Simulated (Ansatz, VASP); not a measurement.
# One calculation of BeS, two programs

File INCAR:

```
PREC = Accurate
ENCUT = 520
EDIFF = 1E-6
ISMEAR = -1
SIGMA = 0.02
LREAL = F
LASPH = T
NELM = 100
ALGO = Normal
ISIF = 2
LWAVE = F
LCHARG = F
GGA = PE
NBANDS = 11
```

Contents of KPOINTS:

```
regular mesh
0
Gamma
  10 10 10
```

Contents of POSCAR:

```
BeS
1.0
    0.0000000000      2.4343062282      2.4099631659
    2.4343062282      0.0000000000      2.4099631659
    2.4343062282      2.4343062282      0.0000000000
Be S
1 1
Direct
    0.0000000000      0.0000000000      0.0000000000
    0.2500000000      0.2500000000      0.2500000000
```

Input for Ansatz:

```yaml
crystal:
  lattice:
    - [0.0, 2.4343062282, 2.4099631659]
    - [2.4343062282, 0.0, 2.4099631659]
    - [2.4343062282, 2.4343062282, 0.0]
  atoms:
    - { symbol: Be, position: [0.0, 0.0, 0.0] }
    - { symbol: S, position: [0.25, 0.25, 0.25] }
kpoints:
  mp_grid: { grid: [10, 10, 10] }
  band_path:
    path:
      - [0.0, 0.0, 0.0]
      - [-0.5, -0.5, 0.0]
      - [-0.375, -0.375, 0.25]
      - [-0.375, 0.0, 0.375]
      - [0.0, 0.0, 0.5]
      - [-0.5, -0.25, 0.25]
      - [-0.0375, 0.0, 0.0375]
    npoints: 1
hamiltonian:
  xc: pbe
scf:
  occupations: { method: fermi_dirac, width: 0.02 }
  n_extra_bands: 4
output:
  forces: true
  stress: true
  eigenvalues: true
```

Change from the starting cell: uniaxial_z strain -1.0%.

Alike in both runs: task single point; functional PBE; k mesh 10 × 10 × 10; occupations fermi-dirac, width 0.02 eV; no spin polarisation.

|  | VASP | Ansatz |
| --- | --- | --- |
| version | VASP 6.6.1 | Ansatz 0.2.0 |
| potentials or method | VASP PAW PBE potentials, release 64 (Be, S) | plane waves, PAW |
| plane-wave cutoff (eV) | 520 | 420 |
| valence electrons in the cell | 8 | 8 |

|  | VASP | Ansatz | Ansatz less VASP |
| --- | --- | --- | --- |
| gap on the k mesh at the Fermi level (eV) | 3.03 | 3.03 | -0.001 |
| pressure (GPa) | 1.4 | 1.4 | -0.01 |
| traceless stress, the component that is largest in VASP (GPa) | 0.64 | 0.64 | +0.002 |

With one functional, cell and mesh, what is left measures potentials, basis and numerics.
